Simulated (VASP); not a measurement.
# Al in VASP: a series of runs

The runs below take Al through single point, relaxation of the atoms, with LDA.

Everything below comes from runs of VASP 6.6.1. Logs are shortened: lines on timing, memory, paths and dates and some standing lists are left out, and cuts for length are marked.

## Step 1: The cell of the first run

The cell holds a slab with vacuum, 17 atoms: a = 5.634 Å, b = 7.968 Å, c = 19.672 Å, α = 90.00°, β = 90.00°, γ = 90.00°.

## Step 2: Single point, LDA

INCAR reads:

```
PREC = Accurate
ENCUT = 520
EDIFF = 1E-7
ISMEAR = 0
SIGMA = 0.1
LREAL = Auto
LASPH = True
NELM = 100
ALGO = Normal
ISIF = 2
LWAVE = False
LCHARG = False
LDIPOL = True
IDIPOL = 3
DIPOL = 0.5 0.5 0.324
GGA = CA
NBANDS = 40
```

KPOINTS reads:

```
Automatic mesh
0
Gamma
  5 4 1
```

POSCAR reads:

```
Al
1.0
    5.6343731020      0.0000000000      0.0000000000
    0.0000000000      7.9682068563      0.0000000000
    0.0000000000      0.0000000000     19.6723116275
Al
17
Direct
    0.2500000000      0.2500000000      0.2033314679
    0.2500000000      0.7500000000      0.2033314679
    0.7500000000      0.2500000000      0.2033314679
    0.7500000000      0.7500000000      0.2033314679
    0.0000000000      0.0000000000      0.2749343025
    0.0000000000      0.5000000000      0.2749343025
    0.5000000000      0.0000000000      0.2749343025
    0.5000000000      0.5000000000      0.2749343025
    0.2500000000      0.2500000000      0.3484027381
    0.2500000000      0.7500000000      0.3484027381
    0.7500000000      0.2500000000      0.3484027381
    0.7500000000      0.7500000000      0.3484027381
    0.0000000000      0.0000000000      0.4154220298
    0.0000000000      0.5000000000      0.4154220298
    0.5000000000      0.0000000000      0.4154220298
    0.5000000000      0.5000000000      0.4154220298
    0.0000000000      0.0000000000      0.5473603091
```

Potentials or basis: VASP PAW LDA potentials, release 64 (Al).

Launch:

```sh
cat potpaw_LDA.64/Al/POTCAR > POTCAR
mpirun -np 1 vasp_std > vasp.out
```

OUTCAR:

```text
PREC = Accurate
   ENCUT = 520
   EDIFF = 1E-7
   ISMEAR = 0
   LREAL = Auto
   LASPH = True
   NELM = 100
   ISIF = 2
   GGA = CA

 ion  position               nearest neighbor table
   1  0.250  0.250  0.203-   3 2.82   3 2.82   6 2.82   7 2.82   8 2.82   5 2.82   9 2.85
   2  0.250  0.750  0.203-   4 2.82   4 2.82   6 2.82   7 2.82   8 2.82   5 2.82  10 2.85
   3  0.750  0.250  0.203-   1 2.82   1 2.82   6 2.82   7 2.82   8 2.82   5 2.82  11 2.85
   4  0.750  0.750  0.203-   2 2.82   2 2.82   6 2.82   7 2.82   8 2.82   5 2.82  12 2.85
   5  0.000  0.000  0.275-  13 2.76   7 2.82   7 2.82   4 2.82   1 2.82   2 2.82   3 2.82  11 2.84
                            12 2.84   9 2.84  10 2.84
   6  0.000  0.500  0.275-  14 2.76   8 2.82   8 2.82   4 2.82   1 2.82   2 2.82   3 2.82  11 2.84
                            12 2.84   9 2.84  10 2.84
   7  0.500  0.000  0.275-  15 2.76   5 2.82   5 2.82   4 2.82   1 2.82   2 2.82   3 2.82  11 2.84
                            12 2.84   9 2.84  10 2.84
   8  0.500  0.500  0.275-  16 2.76   6 2.82   6 2.82   4 2.82   1 2.82   2 2.82   3 2.82  11 2.84
                            12 2.84   9 2.84  10 2.84
   9  0.250  0.250  0.348-  13 2.77  14 2.77  15 2.77  16 2.77  11 2.82  11 2.82   7 2.84   8 2.84
                             5 2.84   6 2.84   1 2.85
  10  0.250  0.750  0.348-  13 2.77  14 2.77  15 2.77  16 2.77  12 2.82  12 2.82   7 2.84   8 2.84
                             5 2.84   6 2.84   2 2.85
  11  0.750  0.250  0.348-  13 2.77  14 2.77  15 2.77  16 2.77   9 2.82   9 2.82   7 2.84   8 2.84
[... 5 lines left out ...]
  14  0.000  0.500  0.415-   6 2.76   9 2.77  10 2.77  11 2.77  12 2.77  16 2.82  16 2.82
  15  0.500  0.000  0.415-   7 2.76   9 2.77  10 2.77  11 2.77  12 2.77  13 2.82  13 2.82
  16  0.500  0.500  0.415-   8 2.76   9 2.77  10 2.77  11 2.77  12 2.77  14 2.82  14 2.82
  17  0.000  0.000  0.547-  13 2.60

  LATTYP: Found a simple orthorhombic cell.
 ALAT       =     5.6343731020
 B/A-ratio  =     1.4142135624
 C/A-ratio  =     3.4914818865

  Lattice vectors:

 A1 = (   5.6343731020,   0.0000000000,   0.0000000000)
 A2 = (   0.0000000000,   7.9682068563,   0.0000000000)
 A3 = (   0.0000000000,   0.0000000000,  19.6723116275)

Analysis of symmetry for initial positions (statically):
=====================================================================
 Subroutine PRICEL returns:
 Original cell was already a primitive cell.

 Routine SETGRP: Setting up the symmetry group for a
 simple orthorhombic supercell.

 Subroutine GETGRP returns: Found  4 space group operations
 (whereof  4 operations were pure point group operations)
 out of a pool of  8 trial point group operations.

The static configuration has the point symmetry C_2v.

Analysis of symmetry for dynamics (positions and initial velocities):
=====================================================================
 Subroutine PRICEL returns:
 Original cell was already a primitive cell.

 Routine SETGRP: Setting up the symmetry group for a
 simple orthorhombic supercell.

 Subroutine GETGRP returns: Found  4 space group operations
 (whereof  4 operations were pure point group operations)
 out of a pool of  8 trial point group operations.

The dynamic configuration has the point symmetry C_2v.

 Subroutine INISYM returns: Found  4 space group operations
 (whereof  4 operations are pure point group operations),
 and found     1 'primitive' translations

----------------------------------------------------------------------------------------

                                     Primitive cell

  volume of cell :     883.2052

  direct lattice vectors                    reciprocal lattice vectors
     5.634373102  0.000000000  0.000000000     0.177482034  0.000000000  0.000000000
     0.000000000  7.968206856  0.000000000     0.000000000  0.125498750  0.000000000
     0.000000000  0.000000000 19.672311628     0.000000000  0.000000000  0.050832867

  length of vectors
     5.634373102  7.968206856 19.672311628     0.177482034  0.125498750  0.050832867

  position of ions in fractional coordinates (direct lattice)
     0.250000000  0.250000000  0.203331468
     0.250000000  0.750000000  0.203331468
     0.750000000  0.250000000  0.203331468
     0.750000000  0.750000000  0.203331468
[... 45 lines left out ...]
     0.035496407  0.000000000  0.000000000     0.200000000  0.000000000  0.000000000
     0.000000000  0.031374687  0.000000000     0.000000000  0.250000000  0.000000000
     0.000000000  0.000000000  0.050832867     0.000000000  0.000000000  1.000000000

  Length of vectors
     0.035496407  0.031374687  0.050832867

  Shift w.r.t. Gamma in fractional coordinates (k-lattice)
     0.000000000  0.000000000  0.000000000

 Subroutine IBZKPT returns following result:
 ===========================================

 Found      9 irreducible k-points:

 Following reciprocal coordinates:
            Coordinates               Weight
  0.000000  0.000000  0.000000      1.000000
  0.200000  0.000000  0.000000      2.000000
  0.400000  0.000000  0.000000      2.000000
  0.000000  0.250000  0.000000      2.000000
  0.200000  0.250000  0.000000      4.000000
  0.400000  0.250000  0.000000      4.000000
  0.000000  0.500000  0.000000      1.000000
  0.200000  0.500000  0.000000      2.000000
  0.400000  0.500000  0.000000      2.000000
   k-points           NKPTS =      9   k-points in BZ     NKDIM =      9   number of bands    NBANDS=     40
   number of dos      NEDOS =    301   number of ions     NIONS =     17
   total plane-waves  NPLWV = 378000
   dimension x,y,z NGX =    42 NGY =   60 NGZ =  150
   dimension x,y,z NGXF=    84 NGYF=  120 NGZF=  300
   ions per type =              17
   NGX,Y,Z   is equivalent  to a cutoff of  12.39, 12.52, 12.68 a.u.
   NGXF,Y,Z  is equivalent  to a cutoff of  24.78, 25.04, 25.35 a.u.
 SYSTEM =  unknown system
   PREC   = accura    normal or accurate (medium, high low for compatibility)
   ISTART =      0    job   : 0-new  1-cont  2-samecut
   ICHARG =      2    charge: 1-file 2-atom 10-const
   ISPIN  =      1    spin polarized calculation?
   LNONCOLLINEAR =      F non collinear calculations
   LSORBIT =      F    spin-orbit coupling
   LASPH  =      T    aspherical Exc in radial PAW
   ENCUT  =  520.0 eV  38.22 Ry    6.18 a.u.  10.48 14.82 36.58*2*pi/ulx,y,z
   NELM   =    100;   NELMIN=  2; NELMDL= -5     # of ELM steps
   EDIFF  = 0.1E-06   stopping-criterion for ELM
   LREAL  =      T    real-space projection
   EDIFFG = 0.1E-05   stopping-criterion for IOM
   NSW    =      0    number of steps for IOM
   IBRION =     -1    ionic relax: 0-MD 1-quasi-New 2-CG
   NFREE  =      0    steps in history (QN), initial steepest desc. (CG)
   ISIF   =      2    stress and relaxation
   ISYM   =      2    0-nonsym 1-usesym 2-fastsym
   POTIM  = 0.5000    time-step for ionic-motion
   TEBEG  =    0.0;   TEEND  =   0.0 temperature during run
   PSTRESS=    0.0 pullay stress
   NELECT =      51.0000    total number of electrons
   NUPDOWN=      -1.0000    fix difference up-down
   EMIN   =  10.00;   EMAX   =-10.00  energy-range for DOS
   EFERMI =   0.00;   METHOD = LEGACY
   ISMEAR =     0;   SIGMA  =   0.10  broadening in eV -4-tet -1-fermi 0-gaus
   EFERMI_NEDOS =   21; number of points for ismear=-14 and -15
   IALGO  =     38    algorithm
   IMIX   =      4    mixing-type and parameters
     AMIX     =   0.40;   BMIX     =  1.00
     AMIX_MAG =   1.60;   BMIX_MAG =  1.00
  volume/ion in A,a.u.               =      51.95       350.60
  Fermi-wavevector in a.u.,A,eV,Ry     =   0.632768  1.195758  5.447706  0.400395
  Thomas-Fermi vector in A             =   1.696196
   LORBIT       =      0    0 simple, 1 ext, 2 COOP (PROOUT), +10 PAW based schemes
   GGA     = CA    functional components
   LHFCALC =     F    Hartree Fock is set to
   AEXX    =    0.0000 exact exchange contribution
   IVDW    =     0    specifies the selected vdW correction
   LEPSILON=     F    determine dielectric tensor
   LRPA    =     F    only Hartree local field effects (RPA)
 non-spin polarized calculation
 Gauss-broadening in eV      SIGMA  =   0.10
  energy-cutoff  :      520.00
  volume of cell :      883.21
 maximum number of plane-waves:     23865
 NGX is ok and might be reduce to    42
   NGX = 21   NGY = 29   NGZ = 73

 dipolmoment           0.000000      0.000000      0.163182 electrons x Angstroem

 number of electron      51.0000001 magnetization

 dipolmoment           0.000000      0.000000     -0.047709 electrons x Angstroem

 Free energy of the ion-electron system (eV)
  ---------------------------------------------------
  ext. energy  EPLUGINS =         0.00000000
  ---------------------------------------------------
  free energy    TOTEN  =       -63.30986347 eV

  energy without entropy =      -63.25921915  energy(sigma->0) =      -63.28454131

 E-fermi :  -0.2768     XC(G=0):  -4.5218

 val. band max:       -0.2887469780   @ k =   0.0000   0.2500   0.0000
 cond. band min:      -0.2581991384   @ k =   0.2000   0.5000   0.0000
 fundamental gap:      0.0305478396
 Fermi energy:        -0.2768048745

 k-point     1 :       0.0000    0.0000    0.0000
  band No.  band energies     occupation
      1     -10.7618      2.00000
      2      -8.5438      2.00000
      3      -8.4431      2.00000
      4      -8.2762      2.00000
      5      -6.2743      2.00000
      6      -6.1947      2.00000
[... 349 lines left out ...]
     36       1.9572      0.00000
     37       2.2598      0.00000
 [bands above 37 left out]

------------------------ aborting loop because EDIFF is reached ----------------------------------------

 vacuum level on the upper side and lower side of the slab       (xc-potential included)        -0.326        -0.071

  FORCE on cell =-STRESS in cart. coord.  units (eV):
  Direction    XX          YY          ZZ          XY          YZ          ZX
  --------------------------------------------------------------------------------------
  -------------------------------------------------------------------------------------
  Total      -11.3438216     -4.7050984     -0.7121318      0.0000000      0.0000000      0.0000000
  in kB      -20.5782468     -8.5352785     -1.2918420      0.0000000      0.0000000      0.0000000
  external PRESSURE =     -10.1351224 kB  Pullay stress =       0.0000000 kB

 VOLUME and BASIS-vectors are now :
 -----------------------------------------------------------------------------
  energy-cutoff  :      520.00
  volume of cell :      883.21
      direct lattice vectors                 reciprocal lattice vectors
     5.634373102  0.000000000  0.000000000     0.177482034  0.000000000  0.000000000
     0.000000000  7.968206856  0.000000000     0.000000000  0.125498750  0.000000000
     0.000000000  0.000000000 19.672311628     0.000000000  0.000000000  0.050832867

 POSITION                                       TOTAL-FORCE (eV/Angst)
 -----------------------------------------------------------------------------------
      1.40859      1.99205      4.00000        -0.003201     -0.002407      0.195960
      1.40859      5.97616      4.00000        -0.003201      0.002407      0.195960
      4.22578      1.99205      4.00000         0.003201     -0.002407      0.195960
      4.22578      5.97616      4.00000         0.003201      0.002407      0.195960
      0.00000      0.00000      5.40859        -0.000000      0.000000     -0.173958
      0.00000      3.98410      5.40859        -0.000000      0.000000     -0.234971
[... 9 lines left out ...]
      2.81719      3.98410      8.17231        -0.000000      0.000000      0.042685
      0.00000      0.00000     10.76784        -0.000000      0.000000      0.005750
 -----------------------------------------------------------------------------------
    total drift:                               -0.000000      0.000000     -0.003421

  FREE ENERGIE OF THE ION-ELECTRON SYSTEM (eV)
  ---------------------------------------------------
  free  energy   TOTEN  =       -63.3098634706 eV

  energy  without entropy=      -63.2592191533  energy(sigma->0) =      -63.28454131

 vacuum level on the upper side and lower side of the slab         3.571         3.831
```

Run time: 7.6 min. Hardware: 1 thread of AMD EPYC 9R45 (Zen 5), shared host; peak memory 0.6 GiB.

Results:

| Quantity | Value |
| --- | --- |
| Free energy | -63.3099 eV |
| Largest force | 0.467 eV/Å |
| Band gap on the k mesh | zero (an odd number of electrons rules out a gap without spin polarisation) |

Forces in eV/Å, atoms in the order of the input:
```
Al  -0.003 -0.002  0.196
Al  -0.003  0.002  0.196
Al   0.003 -0.002  0.196
Al   0.003  0.002  0.196
Al   0.000  0.000 -0.174
Al   0.000  0.000 -0.235
Al   0.000  0.000 -0.212
Al   0.000  0.000 -0.238
Al   0.026 -0.051 -0.035
Al   0.026  0.051 -0.035
Al  -0.026 -0.051 -0.035
Al  -0.026  0.051 -0.035
Al   0.000  0.000 -0.382
Al   0.000  0.000  0.079
Al   0.000  0.000  0.467
Al   0.000  0.000  0.043
Al   0.000  0.000  0.006
```

## Step 3: Single point, LDA

INCAR reads:

```
SYSTEM = Al
PREC = Accurate ; ENCUT = 520
EDIFF = 1E-7 ; ISMEAR = 0
SIGMA = 0.1 ; LREAL = Auto
LASPH = .TRUE. ; NELM = 60
ALGO = Normal ; ISIF = 2
LWAVE = .FALSE. ; LCHARG = .TRUE.
LDIPOL = .TRUE. ; IDIPOL = 3
DIPOL = 0.5 0.5 0.321 ; GGA = CA
LELF = .TRUE. ; LVHAR = .TRUE.
LVACPOTAV = .TRUE. ; NBANDS = 40
```

KPOINTS reads:

```
Automatic mesh
0
G
  5 4 1
  0 0 0
```

Changes to POSCAR since step 2:

```diff
@@ -24,2 +24,2 @@
     0.5000000000      0.5000000000      0.4154220298
-    0.0000000000      0.0000000000      0.5473603091
+    0.0000000000      0.2500000000      0.4960718856
```

Potentials or basis: VASP PAW LDA potentials, release 64 (Al).

Launch:

```sh
cat potpaw_LDA.64/Al/POTCAR > POTCAR
mpirun -np 1 vasp_std > vasp.out
```

OUTCAR:

```text
SYSTEM = Al
   PREC = Accurate
   ENCUT = 520
   EDIFF = 1E-7
   ISMEAR = 0
   LREAL = Auto
   LASPH = .TRUE.
   NELM = 60
   ISIF = 2
   GGA = CA

 ion  position               nearest neighbor table
   1  0.250  0.250  0.203-   3 2.82   3 2.82   6 2.82   7 2.82   8 2.82   5 2.82   9 2.85
   2  0.250  0.750  0.203-   4 2.82   4 2.82   6 2.82   7 2.82   8 2.82   5 2.82  10 2.85
   3  0.750  0.250  0.203-   1 2.82   1 2.82   6 2.82   7 2.82   8 2.82   5 2.82  11 2.85
   4  0.750  0.750  0.203-   2 2.82   2 2.82   6 2.82   7 2.82   8 2.82   5 2.82  12 2.85
   5  0.000  0.000  0.275-  13 2.76   7 2.82   7 2.82   4 2.82   1 2.82   2 2.82   3 2.82  11 2.84
                            12 2.84   9 2.84  10 2.84
[... 605 lines left out ...]

 VOLUME and BASIS-vectors are now :
 -----------------------------------------------------------------------------
  energy-cutoff  :      520.00
  volume of cell :      883.21
      direct lattice vectors                 reciprocal lattice vectors
     5.634373102  0.000000000  0.000000000     0.177482034  0.000000000  0.000000000
     0.000000000  7.968206856  0.000000000     0.000000000  0.125498750  0.000000000
     0.000000000  0.000000000 19.672311628     0.000000000  0.000000000  0.050832867

 POSITION                                       TOTAL-FORCE (eV/Angst)
 -----------------------------------------------------------------------------------
      1.40859      1.99205      4.00000         0.144736      0.000000      0.196326
      1.40859      5.97616      4.00000        -0.032241      0.000000      0.254364
      4.22578      1.99205      4.00000        -0.144736      0.000000      0.196326
      4.22578      5.97616      4.00000         0.032241      0.000000      0.254364
      0.00000      0.00000      5.40859         0.000000     -0.023388     -0.275671
      0.00000      3.98410      5.40859         0.000000      0.023388     -0.275671
[... 9 lines left out ...]
      2.81719      3.98410      8.17231         0.000000     -0.011300      0.141595
      0.00000      1.99205      9.75888         0.000000      0.000000      0.003037
 -----------------------------------------------------------------------------------
    total drift:                               -0.000000      0.000000     -0.008063

  FREE ENERGIE OF THE ION-ELECTRON SYSTEM (eV)
  ---------------------------------------------------
  free  energy   TOTEN  =       -64.2585107885 eV

  energy  without entropy=      -64.2030857425  energy(sigma->0) =      -64.23079827

 vacuum level on the upper side and lower side of the slab         3.850         3.901
```

Run time: 9.4 min. Hardware: 1 thread of AMD EPYC 9R45 (Zen 5), shared host; peak memory 0.61 GiB.

Results:

```
Free energy            : -64.2585 eV
Largest force          : 0.639 eV/Å
Band gap on the k mesh : zero (an odd number of electrons rules out a gap without spin polarisation)
```

Forces on the atoms (eV/Å):
```
Al   0.145  0.000  0.196
Al  -0.032  0.000  0.254
Al  -0.145  0.000  0.196
Al   0.032  0.000  0.254
Al   0.000 -0.023 -0.276
Al   0.000  0.023 -0.276
Al   0.000  0.001 -0.225
Al   0.000 -0.001 -0.225
Al   0.069  0.000 -0.014
Al   0.018  0.000  0.110
Al  -0.069  0.000 -0.014
Al  -0.018  0.000  0.110
Al   0.000 -0.610 -0.189
Al   0.000  0.610 -0.189
Al   0.000  0.011  0.142
Al   0.000 -0.011  0.142
Al   0.000  0.000  0.003
```

Levels at points of the mesh, in eV from the Fermi level:
| k point | band 23 | band 24 | band 25 | band 26 | band 27 | band 28 |
| --- | --- | --- | --- | --- | --- | --- |
| (0.00, 0.00, 0.00) | -0.90 | -0.85 | -0.49 | -0.24 | -0.14 | 0.06 |
| (0.00, 0.50, 0.00) | -0.91 | -0.85 | -0.65 | 0.02 | 0.08 | 0.14 |

(Part 1 of 2 ends here.)

The gap in the log of VASP goes by the Fermi energy; the results here count the filled bands.